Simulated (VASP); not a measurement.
A run of VASP 6.6.1 is set up as follows.

INCAR

```
SYSTEM = H2Os
PREC = Accurate
ENCUT = 520
EDIFF = 1E-6
ISMEAR = 0
SIGMA = 0.1
LREAL = .False.
LASPH = .True.
NELM = 100
ALGO = Normal
ISIF = 2
LWAVE = .False.
LCHARG = .False.
GGA = PE
NBANDS = 12
```

File KPOINTS:

```
Automatic mesh
0
Gamma
  6 6 4
  0 0 0
```

The input POSCAR:

```
H2Os
1.0
    2.0702902700     -2.1104435100      0.0000000000
    2.0702902700      2.1104435100      0.0000000000
    0.0000000000      0.0000000000      5.0599649000
H Os
2 1
Direct
    0.8238114600      0.1761885400      0.5000000000
    0.1761885400      0.8238114600      0.5000000000
    0.5000000000      0.5000000000      0.5000000000
```

Potentials or basis: VASP PAW PBE potentials, release 64 (H, Os).

Launch:

```sh
$ cat potpaw_PBE.64/H/POTCAR potpaw_PBE.64/Os/POTCAR > POTCAR
$ mpirun -np 1 vasp_std > vasp.out
```

**Question.** Estimate the largest force.

**Answer.** 9.829 eV/Å.

**Question.** Estimate the band gap on the k mesh.

**Answer.** Zero (bands 5 and 6 overlap by 0.62 eV).

**Question.** What does it give for the pressure?

**Answer.** 19.8 GPa.

Forces in eV/Å, atoms in the order of the input:
```
H    0.000 -9.829  0.000
H    0.000  9.829  0.000
Os   0.000  0.000  0.000
```

Caveat: the stress differs along the axes, from -26 to 86 GPa; spin-orbit coupling is left out, which moves the levels of the heavy elements; forces of over 1 eV/Å act on the atoms, so gaps and moduli don't describe the material at rest.
